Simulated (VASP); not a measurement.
# Bi (Im-3m) in VASP: notebook

The runs below take Bi through single point, relaxation of cell and atoms, with PBEsol.

Everything below comes from runs of VASP 6.6.1. Logs are shortened: lines on timing, memory, paths and dates and some standing lists are left out, and cuts for length are marked.

### Step 1. The cell of the first run

It takes space group Im-3m (No. 229, cubic). Conventional cell: a = 3.661 Å, b = 3.661 Å, c = 3.661 Å, α = 90.00°, β = 90.00°, γ = 90.00°. Within 4.2 Å of Bi (site symmetry m-3m) lie 14 Bi at 3.17 to 3.66 Å.

This isn't the form of Bi at room conditions, which is rhombohedral.

### Step 2. Single point, PBEsol, non-collinear spin, zero start, spin-orbit coupling

INCAR reads:

```
SYSTEM = Bi
  PREC = Accurate
  ENCUT = 520
  EDIFF = 1E-6
  ISMEAR = 0
  SIGMA = 0.05
  LREAL = .False.
  LASPH = .True.
  NELM = 150
  ALGO = Normal
  ISIF = 2
  LWAVE = .False.
  LCHARG = .False.
  MAGMOM = 0 0 0
  LORBIT = 11
  LSORBIT = .True.
  GGA_COMPAT = .False.
  LORBMOM = .True.
  GGA = PS
  NBANDS = 26
```

KPOINTS reads:

```
regular mesh
0
Gamma
  20 20 20
  0 0 0
```

POSCAR reads:

```
Bi
1.0
   -1.8303233431      1.8303233431      1.8303233431
    1.8303233431     -1.8303233431      1.8303233431
    1.8303233431      1.8303233431     -1.8303233431
Bi
1
Direct
    0.0000000000      0.0000000000      0.0000000000
```

Potentials or basis: VASP PAW PBE potentials, release 64 (Bi_d).

Launch:

```console
$ cat potpaw_PBE.64/Bi_d/POTCAR > POTCAR
$ mpirun -np 1 vasp_ncl > vasp.out
```

OUTCAR:

```text
SYSTEM = Bi
   PREC = Accurate
   ENCUT = 520
   EDIFF = 1E-6
   ISMEAR = 0
   LREAL = .False.
   LASPH = .True.
   NELM = 150
   ISIF = 2
   LORBIT = 11
   LSORBIT = .True.
   GGA = PS

 ion  position               nearest neighbor table
   1  0.000  0.000  0.000-

  LATTYP: Found a body centered cubic cell.
 ALAT       =     3.6606466862

  Lattice vectors:

 A1 = (  -1.8303233431,   1.8303233431,   1.8303233431)
 A2 = (   1.8303233431,  -1.8303233431,   1.8303233431)
 A3 = (   1.8303233431,   1.8303233431,  -1.8303233431)

Analysis of symmetry for initial positions (statically):
=====================================================================
 Subroutine PRICEL returns:
 Original cell was already a primitive cell.

 Routine SETGRP: Setting up the symmetry group for a
 body centered cubic supercell.

 Subroutine GETGRP returns: Found 48 space group operations
 (whereof 48 operations were pure point group operations)
 out of a pool of 48 trial point group operations.

The static configuration has the point symmetry O_h .

Analysis of symmetry for dynamics (positions and initial velocities):
=====================================================================
 Subroutine PRICEL returns:
 Original cell was already a primitive cell.

 Routine SETGRP: Setting up the symmetry group for a
 body centered cubic supercell.

 Subroutine GETGRP returns: Found 48 space group operations
 (whereof 48 operations were pure point group operations)
 out of a pool of 48 trial point group operations.

The dynamic configuration has the point symmetry O_h .

Analysis of structural, dynamic, and magnetic symmetry:
=====================================================================
 Subroutine PRICEL returns:
 Original cell was already a primitive cell.

 Routine SETGRP: Setting up the symmetry group for a
 body centered cubic supercell.

 Subroutine GETGRP returns: Found 48 space group operations
 (whereof 48 operations were pure point group operations)
 out of a pool of 48 trial point group operations.

The overall configuration has the point symmetry O_h .

 Subroutine INISYM returns: Found 48 space group operations
 (whereof 48 operations are pure point group operations),
 and found     1 'primitive' translations

----------------------------------------------------------------------------------------

                                     Primitive cell

  volume of cell :      24.5269

[... 148 lines left out ...]
      3     -13.7055      1.00000
      4     -13.7055      1.00000
      5     -10.8904      1.00000
      6     -10.8904      1.00000
[... 685 lines left out ...]
     25      26.0437      0.00000
     26      26.0437      0.00000

 [... further k-points ...]

------------------------ aborting loop because EDIFF is reached ----------------------------------------

  FORCE on cell =-STRESS in cart. coord.  units (eV):
  Direction    XX          YY          ZZ          XY          YZ          ZX
  --------------------------------------------------------------------------------------
  -------------------------------------------------------------------------------------
  Total        3.0870083      3.0870083      3.0870083      0.0000000     -0.0000000      0.0000000
  in kB      201.6531126    201.6531126    201.6531126      0.0000000     -0.0000000      0.0000000
  external PRESSURE =     201.6531126 kB  Pullay stress =       0.0000000 kB

 VOLUME and BASIS-vectors are now :
 -----------------------------------------------------------------------------
  energy-cutoff  :      520.00
  volume of cell :       24.53
      direct lattice vectors                 reciprocal lattice vectors
    -1.830323343  1.830323343  1.830323343     0.000000000  0.273175776  0.273175776
     1.830323343 -1.830323343  1.830323343     0.273175776  0.000000000  0.273175776
     1.830323343  1.830323343 -1.830323343     0.273175776  0.273175776  0.000000000

 POSITION                                       TOTAL-FORCE (eV/Angst)
 -----------------------------------------------------------------------------------
      0.00000      0.00000      0.00000         0.000000      0.000000      0.000000
 -----------------------------------------------------------------------------------
    total drift:                                0.000000      0.000000      0.000000

  FREE ENERGIE OF THE ION-ELECTRON SYSTEM (eV)
  ---------------------------------------------------
  free  energy   TOTEN  =        -4.7215942221 eV

  energy  without entropy=       -4.7206762415  energy(sigma->0) =       -4.72113523

 orbital moment (x)

 # of ion     p       d       tot
 ----------------------------------------
  1         0.000  -0.000   0.000
 ----------------------------------------
            0.000  -0.000   0.000

 orbital moment (y)

 # of ion     p       d       tot
 ----------------------------------------
  1         0.000   0.000   0.000
 ----------------------------------------
            0.000   0.000   0.000

 orbital moment (z)

 # of ion     p       d       tot
 ----------------------------------------
  1        -0.000  -0.000  -0.000
 ----------------------------------------
           -0.000  -0.000  -0.000

 Spin-Orbit-Coupling matrix elements

 Ion:    1  E_soc:     -1.6496635
 l=   1
     0.0000000    -0.2080063    -0.2080063
    -0.2080063     0.0000000    -0.2080063
    -0.2080063    -0.2080063     0.0000000
 l=   2
     0.0000000    -0.0134418     0.0000000    -0.0134418    -0.0534958
    -0.0134418     0.0000000    -0.0401218    -0.0134418    -0.0133739
     0.0000000    -0.0401218     0.0000000    -0.0401218     0.0000000
    -0.0134418    -0.0134418    -0.0401218     0.0000000    -0.0133739
    -0.0534958    -0.0133739     0.0000000    -0.0133739     0.0000000
 l=   3
     0.0000000     0.0000000     0.0000000     0.0000000     0.0000000     0.0000000     0.0000000
     0.0000000     0.0000000     0.0000000     0.0000000     0.0000000     0.0000000     0.0000000
     0.0000000     0.0000000     0.0000000     0.0000000     0.0000000     0.0000000     0.0000000
     0.0000000     0.0000000     0.0000000     0.0000000     0.0000000     0.0000000     0.0000000
     0.0000000     0.0000000     0.0000000     0.0000000     0.0000000     0.0000000     0.0000000
     0.0000000     0.0000000     0.0000000     0.0000000     0.0000000     0.0000000     0.0000000
     0.0000000     0.0000000     0.0000000     0.0000000     0.0000000     0.0000000     0.0000000

 total charge

# of ion       s       p       d       tot
------------------------------------------
    1        1.540   1.413   9.957  12.911

 magnetization (x)

# of ion       s       p       d       tot
------------------------------------------
    1        0.000  -0.000   0.000   0.000

 magnetization (y)

# of ion       s       p       d       tot
------------------------------------------
    1        0.000   0.000   0.000   0.000

 magnetization (z)

# of ion       s       p       d       tot
------------------------------------------
    1       -0.000   0.000  -0.000  -0.000
```

OSZICAR:

```text
N       E                     dE             d eps       ncg     rms          rms(c)
DAV:   1     0.158280330646E+03    0.15828E+03   -0.75387E+03 13430   0.154E+03
DAV:   2     0.963498980908E+01   -0.14865E+03   -0.14308E+03 13706   0.418E+02
DAV:   3    -0.423957315412E+01   -0.13875E+02   -0.13668E+02 15838   0.132E+02
DAV:   4    -0.471091575953E+01   -0.47134E+00   -0.47028E+00 16384   0.248E+01
DAV:   5    -0.473252917386E+01   -0.21613E-01   -0.21611E-01 19444   0.482E+00    0.748E-01
DAV:   6    -0.472548617713E+01    0.70430E-02   -0.59084E-03 18580   0.102E+00    0.411E-01
DAV:   7    -0.472194708875E+01    0.35391E-02   -0.20907E-03 18610   0.588E-01    0.364E-01
DAV:   8    -0.472164295674E+01    0.30413E-03   -0.15392E-04 20430   0.123E-01    0.282E-02
DAV:   9    -0.472159643791E+01    0.46519E-04   -0.36614E-05 16650   0.106E-01    0.713E-03
DAV:  10    -0.472159457116E+01    0.18668E-05   -0.76038E-07 11346   0.139E-02    0.112E-03
DAV:  11    -0.472159422213E+01    0.34903E-06   -0.17668E-07  8228   0.606E-03
   1 F= -.47215942E+01 E0= -.47211352E+01  d E =-.917981E-03  mag=    -0.0000     0.0000     0.0000
```

Wall time 3.1 min (1 thread of AMD EPYC 9R14 (Zen 4), shared host); peak memory 0.33 GiB.

Results:

```yaml
Free_energy: -4.7216 eV
Pressure: 20.2 GPa
Net_moment: 0.00 μB per cell
Valence_electrons_inside_the_program's_atomic_spheres: Bi 12.91
```

Moments on the atoms (μB; x, y, z):
```
Bi  0.00 0.00 0.00
```

Caveat: the cell stands under pressure; the PAW data sets were made with another functional, which shifts forces and pressure a little.

### Step 3. Relaxation of cell and atoms, PBEsol, non-collinear spin, zero start, spin-orbit coupling, target pressure 151 GPa, at which the enthalpy is minimised

This run uses another cell than the first one, of 18.03 Å³/atom.

INCAR reads:

```
SYSTEM = Bi
PREC     = Accurate       ! precision mode
ENCUT    = 600            ! plane-wave cutoff, eV
EDIFF    = 1E-6           ! SCF threshold, eV
ISMEAR   = 0              ! smearing method
SIGMA    = 0.05           ! smearing width, eV
LREAL    = .FALSE.        ! projectors in reciprocal space
LASPH    = .TRUE.         ! aspherical terms in the spheres
NELM     = 150            ! most SCF steps
ALGO     = Normal         ! electronic algorithm
ISIF     = 3              ! what is computed and relaxed
LWAVE    = .FALSE.        ! write WAVECAR
LCHARG   = .FALSE.        ! write CHGCAR
MAGMOM   = 0 0 0          ! initial moments
LORBIT   = 11             ! projections on sites
LSORBIT  = .TRUE.         ! spin-orbit coupling
GGA_COMPAT= .FALSE.      
LORBMOM  = .TRUE.       
GGA      = PS             ! functional
IBRION   = 2              ! ionic algorithm
NSW      = 80             ! ionic steps
EDIFFG   = -0.01          ! ionic threshold
PSTRESS  = 1510.0
```

KPOINTS reads:

```
Automatic mesh
0
G
  20 20 20
  0 0 0
```

POSCAR reads:

```
Bi
1.0
   -1.6518362607      1.6518362607      1.6518362607
    1.6518362607     -1.6518362607      1.6518362607
    1.6518362607      1.6518362607     -1.6518362607
Bi
1
Direct
    0.0000000000      0.0000000000      0.0000000000
```

Potentials or basis: VASP PAW PBE potentials, release 64 (Bi_d).

Launch:

```console
$ cat potpaw_PBE.64/Bi_d/POTCAR > POTCAR
$ mpirun -np 1 vasp_ncl > vasp.out
```

Run time: 37 min. Hardware: 1 thread of Oxide Virtual Turin-like, shared host; peak memory 0.31 GiB.

The run converged. Its results:

```yaml
Free_energy: -1.3607 eV
Relaxed_volume: 16.36 Å³/atom
Relaxed_cell: a = 2.770 Å, b = 2.770 Å, c = 2.770 Å, α = 109.47°, β = 109.47°, γ = 109.47°
Space_group_after_relaxing_to_0.1_Å: Im-3m (No. 229)
Energy_change_on_relaxing_the_run_minimises_the_enthalpy: +1296.1 meV/atom
Ionic_steps: 16
Pressure_after_relaxing: 151.1 GPa
Net_moment: 0.00 μB per cell
Valence_electrons_inside_the_program's_atomic_spheres: Bi 13.52
```

The path:
| step | energy change (eV) | largest force (eV/Å) | pressure (GPa) | volume (Å³) |
| --- | --- | --- | --- | --- |
| 1 | 0.0000 | 0.0000 | 100.82 | 18.03 |
| 2 | 45.4710 | 0.0000 | 2490.94 | 6.94 |
| 3 | 0.7370 | 0.0000 | 129.30 | 17.00 |
| 4 | 0.9797 | 0.0000 | 138.73 | 16.71 |
| 5 | 1.2997 | 0.0000 | 151.24 | 16.35 |
| 6 | 1.2692 | 0.0000 | 150.15 | 16.39 |
| 7 | 1.2716 | 0.0000 | 150.11 | 16.38 |
| 8 | 1.2789 | 0.0000 | 150.33 | 16.37 |
| 9 | 1.2790 | 0.0000 | 150.41 | 16.37 |
| 10 | 1.2792 | 0.0000 | 150.42 | 16.37 |
| 11 | 1.2796 | 0.0000 | 150.42 | 16.37 |
| 12 | 1.2805 | 0.0000 | 150.42 | 16.37 |
| 13 | 1.2823 | 0.0000 | 150.54 | 16.37 |
| 14 | 1.2860 | 0.0000 | 150.65 | 16.37 |
| 15 | 1.2932 | 0.0000 | 150.90 | 16.36 |
| 16 | 1.2961 | 0.0000 | 151.07 | 16.36 |

Final structure:
```xyz
1
Lattice="-1.5991 1.5991 1.5991 1.5991 -1.5991 1.5991 1.5991 1.5991 -1.5991" Properties=species:S:1:pos:R:3 pbc="T T T"
Bi    0.0000    0.0000    0.0000
```

Moments on the atoms (μB; x, y, z):
```
Bi  0.00 0.00 0.00
```

Caveat: the cell is relaxed towards a set pressure, so the run minimises the enthalpy, not the energy; the PAW data sets were made with another functional, which shifts forces and pressure a little.
